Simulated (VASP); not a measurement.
# Sb (Pm-3m) in VASP: further runs

Runs on Sb. Level: r2SCAN. Tasks: single point, relaxation of cell and atoms.

Program: VASP 6.6.1. These are calculated values, not measurements. Logs are shortened: lines on timing, memory, paths and dates and some standing lists are left out, and cuts for length are marked.

### Step 1. The cell of the first run

The structure is cubic, space group Pm-3m (No. 221). The conventional cell has a = 3.087 Å, b = 3.087 Å, c = 3.087 Å, α = 90.00°, β = 90.00°, γ = 90.00°. Within 4.1 Å of Sb (site symmetry m-3m) lie 6 Sb at 3.09 Å.

This isn't the form of Sb at room conditions, which is rhombohedral.

### Step 2. Single point, r2SCAN

The input, POSCAR:

```
Sb
1.0
    3.0873975007      0.0000000000      0.0000000000
    0.0000000000      3.0873975007      0.0000000000
    0.0000000000      0.0000000000      3.0873975007
Sb
1
Direct
    0.0000000000      0.0000000000      0.0000000000
```

The input, INCAR.step1:

```
SYSTEM = Sb
PREC = Accurate
ENCUT = 520
ISMEAR = 0
SIGMA = 0.1
LREAL = .FALSE.
LASPH = .TRUE.
NELM = 60
NBANDS = 8
GGA = PE
ALGO = Normal
EDIFF = 1E-4
LWAVE = .TRUE.
LCHARG = .FALSE.
```

The input, INCAR.step2:

```
SYSTEM = Sb
PREC = Accurate
ENCUT = 520
EDIFF = 1E-6
ISMEAR = 0
SIGMA = 0.1
LREAL = .FALSE.
LASPH = .TRUE.
NELM = 60
ALGO = Normal
ISIF = 2
LWAVE = .FALSE.
LCHARG = .TRUE.
METAGGA = R2SCAN
LMIXTAU = .TRUE.
LELF = .TRUE.
LVHAR = .TRUE.
NBANDS = 8
ISTART = 1
```

The input, KPOINTS:

```
Automatic mesh
0
G
  14 14 14
  0 0 0
```

Potentials or basis: VASP PAW PBE potentials, release 64 (Sb).

Launch:

```
$ cat potpaw_PBE.64/Sb/POTCAR > POTCAR
$ cp INCAR.step1 INCAR
$ mpirun -np 1 vasp_std > vasp.out
$ cp INCAR.step2 INCAR
$ mpirun -np 1 vasp_std > vasp.out
```

OUTCAR:

```text
SYSTEM = Sb
   PREC = Accurate
   ENCUT = 520
   EDIFF = 1E-6
   ISMEAR = 0
   LREAL = .FALSE.
   LASPH = .TRUE.
   NELM = 60
   ISIF = 2
   METAGGA = R2SCAN
   ISTART = 1

 ion  position               nearest neighbor table
   1  0.000  0.000  0.000-

  LATTYP: Found a simple cubic cell.
 ALAT       =     3.0873975007

  Lattice vectors:

 A1 = (   3.0873975007,   0.0000000000,   0.0000000000)
 A2 = (   0.0000000000,   3.0873975007,   0.0000000000)
 A3 = (   0.0000000000,   0.0000000000,   3.0873975007)

Analysis of symmetry for initial positions (statically):
=====================================================================
 Subroutine PRICEL returns:
 Original cell was already a primitive cell.

 Routine SETGRP: Setting up the symmetry group for a
 simple cubic supercell.

 Subroutine GETGRP returns: Found 48 space group operations
 (whereof 48 operations were pure point group operations)
 out of a pool of 48 trial point group operations.

The static configuration has the point symmetry O_h .

Analysis of symmetry for dynamics (positions and initial velocities):
=====================================================================
 Subroutine PRICEL returns:
 Original cell was already a primitive cell.

 Routine SETGRP: Setting up the symmetry group for a
 simple cubic supercell.

 Subroutine GETGRP returns: Found 48 space group operations
 (whereof 48 operations were pure point group operations)
 out of a pool of 48 trial point group operations.

The dynamic configuration has the point symmetry O_h .

 Subroutine INISYM returns: Found 48 space group operations
 (whereof 48 operations are pure point group operations),
 and found     1 'primitive' translations

----------------------------------------------------------------------------------------

                                     Primitive cell

  volume of cell :      29.4291

  direct lattice vectors                    reciprocal lattice vectors
     3.087397501  0.000000000  0.000000000     0.323897392  0.000000000  0.000000000
     0.000000000  3.087397501  0.000000000     0.000000000  0.323897392  0.000000000
     0.000000000  0.000000000  3.087397501     0.000000000  0.000000000  0.323897392

  length of vectors
     3.087397501  3.087397501  3.087397501     0.323897392  0.323897392  0.323897392

  position of ions in fractional coordinates (direct lattice)
     0.000000000  0.000000000  0.000000000
[... 70 lines left out ...]
   ISPIN  =      1    spin polarized calculation?
   LNONCOLLINEAR =      F non collinear calculations
   LSORBIT =      F    spin-orbit coupling
   LASPH  =      T    aspherical Exc in radial PAW
   ENCUT  =  520.0 eV  38.22 Ry    6.18 a.u.   5.74  5.74  5.74*2*pi/ulx,y,z
   NELM   =     60;   NELMIN=  2; NELMDL=  0     # of ELM steps
   EDIFF  = 0.1E-05   stopping-criterion for ELM
   LREAL  =      F    real-space projection
[... 7 lines left out ...]
   TEBEG  =    0.0;   TEEND  =   0.0 temperature during run
   PSTRESS=    0.0 pullay stress
   NELECT =       5.0000    total number of electrons
   NUPDOWN=      -1.0000    fix difference up-down
   EMIN   =  10.00;   EMAX   =-10.00  energy-range for DOS
   EFERMI =   0.00;   METHOD = LEGACY
   ISMEAR =     0;   SIGMA  =   0.10  broadening in eV -4-tet -1-fermi 0-gaus
   EFERMI_NEDOS =   21; number of points for ismear=-14 and -15
   IALGO  =     38    algorithm
   IMIX   =      4    mixing-type and parameters
     AMIX     =   0.40;   BMIX     =  1.00
     AMIX_MAG =   1.60;   BMIX_MAG =  1.00
  volume/ion in A,a.u.               =      29.43       198.60
  Fermi-wavevector in a.u.,A,eV,Ry     =   0.906718  1.713449 11.185863  0.822138
  Thomas-Fermi vector in A             =   2.030439
   LORBIT       =      0    0 simple, 1 ext, 2 COOP (PROOUT), +10 PAW based schemes
   METAGGA = R2SCAN    functional components
   LHFCALC =     F    Hartree Fock is set to
   AEXX    =    0.0000 exact exchange contribution
   IVDW    =     0    specifies the selected vdW correction
   LEPSILON=     F    determine dielectric tensor
   LRPA    =     F    only Hartree local field effects (RPA)
 non-spin polarized calculation
 Gauss-broadening in eV      SIGMA  =   0.10
  energy-cutoff  :      520.00
  volume of cell :       29.43
 maximum number of plane-waves:       840
 NGX is ok and might be reduce to    24
   NGX = 11   NGY = 11   NGZ = 11

 number of electron       4.9999999 magnetization

 Free energy of the ion-electron system (eV)
  ---------------------------------------------------
  ext. energy  EPLUGINS =         0.00000000
  ---------------------------------------------------
  free energy    TOTEN  =       -25.64522520 eV

  energy without entropy =      -25.64211404  energy(sigma->0) =      -25.64366962

 E-fermi :   7.1873     XC(G=0): -10.1682

 val. band max:        7.1774717584   @ k =   0.5000   0.2857   0.2143
 cond. band min:       7.1990162488   @ k =   0.5000   0.2857   0.2857
 fundamental gap:      0.0215444904
 Fermi energy:         7.1872866807

 k-point     1 :       0.0000    0.0000    0.0000
  band No.  band energies     occupation
      1      -5.8497      2.00000
      2      10.7112      0.00000
      3      10.7112      0.00000
      4      10.7112      0.00000
      5      14.4919      0.00000
      6      14.4919      0.00000
      7      16.4649      0.00000
      8      25.7639      0.00000
[... 243 lines left out ...]
 k-point    24 :       0.3571    0.2143    0.0000
  band No.  band energies     occupation
      1      -3.3292      2.00000
      2       3.4502      2.00000
      3       7.7236      0.00000
      4      13.0242      0.00000
      5      14.7746      0.00000
      6      17.3865      0.00000
      7      20.7937      0.00000
      8      21.1115      0.00000

 [... further k-points ...]

------------------------ aborting loop because EDIFF is reached ----------------------------------------

  FORCE on cell =-STRESS in cart. coord.  units (eV):
  Direction    XX          YY          ZZ          XY          YZ          ZX
  --------------------------------------------------------------------------------------
  -------------------------------------------------------------------------------------
  Total        0.0037306      0.0037306      0.0037306     -0.0000000     -0.0000000      0.0000000
  in kB        0.2030996      0.2030996      0.2030996     -0.0000000     -0.0000000      0.0000000
  external PRESSURE =       0.2030996 kB  Pullay stress =       0.0000000 kB

 VOLUME and BASIS-vectors are now :
 -----------------------------------------------------------------------------
  energy-cutoff  :      520.00
  volume of cell :       29.43
      direct lattice vectors                 reciprocal lattice vectors
     3.087397501  0.000000000  0.000000000     0.323897392  0.000000000  0.000000000
     0.000000000  3.087397501  0.000000000     0.000000000  0.323897392  0.000000000
     0.000000000  0.000000000  3.087397501     0.000000000  0.000000000  0.323897392

 POSITION                                       TOTAL-FORCE (eV/Angst)
 -----------------------------------------------------------------------------------
      0.00000      0.00000      0.00000         0.000000      0.000000      0.000000
 -----------------------------------------------------------------------------------
    total drift:                               -0.000000      0.000000      0.000000

  FREE ENERGIE OF THE ION-ELECTRON SYSTEM (eV)
  ---------------------------------------------------
  free  energy   TOTEN  =       -25.6452251989 eV

  energy  without entropy=      -25.6421140433  energy(sigma->0) =      -25.64366962
```

It took 29 s on 1 thread of Intel Xeon Platinum 8488C (Sapphire Rapids), shared host; peak memory 0.16 GiB.

What came out:

```yaml
Free_energy: -25.6452 eV
Pressure: 0.0 GPa
Band_gap_on_the_k_mesh: zero (an odd number of electrons rules out a gap without spin polarisation)
```

Levels at points of the mesh, in eV from the Fermi level:
```tsv
k point	band 1	band 2	band 3	band 4	band 5	band 6	band 7	band 8
(0.00, 0.00, 0.00)	-13.04	3.52	3.52	3.52	7.30	7.30	9.28	18.58
(0.50, 0.00, 0.00)	-10.41	-5.92	5.71	5.71	9.42	11.42	12.08	12.08
(0.50, 0.50, 0.00)	-7.57	-3.80	-3.80	2.47	7.97	13.66	14.03	14.03
(0.50, 0.50, 0.50)	-4.32	-1.79	-1.79	-1.79	5.20	5.20	5.20	7.57
```

Caveat: the PAW data sets were made with another functional, which shifts forces and pressure a little; spin-orbit coupling is left out, which moves the levels of the heavy elements.

### Step 3. Relaxation of cell and atoms, r2SCAN

This run uses another cell than the first one, of 29.66 Å³/atom.

The input, POSCAR:

```
Sb
1.0
    3.0953071274      0.0000000000      0.0000000000
    0.0000000000      3.0953071274      0.0000000000
    0.0000000000      0.0000000000      3.0953071274
Sb
1
Direct
    0.0000000000      0.0000000000      0.0000000000
```

The input, INCAR.step1:

```
PREC = Accurate
ENCUT = 600
ISMEAR = 0
SIGMA = 0.1
LREAL = False
LASPH = True
NELM = 60
GGA = PE
ALGO = Normal
EDIFF = 1E-4
LWAVE = True
LCHARG = False
```

The input, INCAR.step2:

```
PREC = Accurate
ENCUT = 600
EDIFF = 1E-6
ISMEAR = 0
SIGMA = 0.1
LREAL = False
LASPH = True
NELM = 60
ALGO = Normal
ISIF = 3
LWAVE = False
LCHARG = False
METAGGA = R2SCAN
LMIXTAU = True
IBRION = 2
NSW = 80
EDIFFG = -0.01
ISTART = 1
```

The input, KPOINTS:

```
Automatic mesh
0
Gamma
  14 14 14
```

Potentials or basis: VASP PAW PBE potentials, release 64 (Sb).

Launch:

```
$ cat potpaw_PBE.64/Sb/POTCAR > POTCAR
$ cp INCAR.step1 INCAR
$ mpirun -np 1 vasp_std > vasp.out
$ cp INCAR.step2 INCAR
$ mpirun -np 1 vasp_std > vasp.out
```

Wall time 90 s (1 thread of Intel Xeon Platinum 8488C (Sapphire Rapids), shared host); peak memory 0.18 GiB.

The run converged. Its results:

* Free energy: -25.6453 eV
* Relaxed volume: 29.44 Å³/atom
* Relaxed cell: a = 3.088 Å, b = 3.088 Å, c = 3.088 Å, α = 90.00°, β = 90.00°, γ = 90.00°
* Space group after relaxing (to 0.1 Å): Pm-3m (No. 221)
* Energy gained by relaxing: 0.3 meV/atom
* Ionic steps: 3
* Pressure after relaxing: 0.0 GPa
* Band gap on the k mesh: zero (an odd number of electrons rules out a gap without spin polarisation)

Step by step:
```tsv
step	energy change (eV)	largest force (eV/Å)	pressure (GPa)	volume (Å³)
1	0.0000	0.0000	-0.43	29.66
2	-0.0002	0.0000	0.25	29.32
3	-0.0003	0.0000	0.00	29.44
```

Final structure:
```
Sb
1.0
     3.08781    0.00000    0.00000
     0.00000    3.08781    0.00000
     0.00000    0.00000    3.08781
Sb
1
Direct
  0.00000 0.00000 0.00000
```

Levels at points of the mesh, in eV from the Fermi level:
```csv
k point,band 1,band 2,band 3,band 4,band 5,band 6
"(0.00, 0.00, 0.00)",-13.03,3.52,3.52,3.52,7.30,7.30
"(0.50, 0.00, 0.00)",-10.41,-5.91,5.70,5.70,9.42,11.42
"(0.50, 0.50, 0.00)",-7.57,-3.80,-3.80,2.48,7.97,13.66
"(0.50, 0.50, 0.50)",-4.32,-1.79,-1.79,-1.79,5.20,5.20
```

Caveat: the PAW data sets were made with another functional, which shifts forces and pressure a little; spin-orbit coupling is left out, which moves the levels of the heavy elements.

The gap in the log of VASP goes by the Fermi energy; the results here count the filled bands.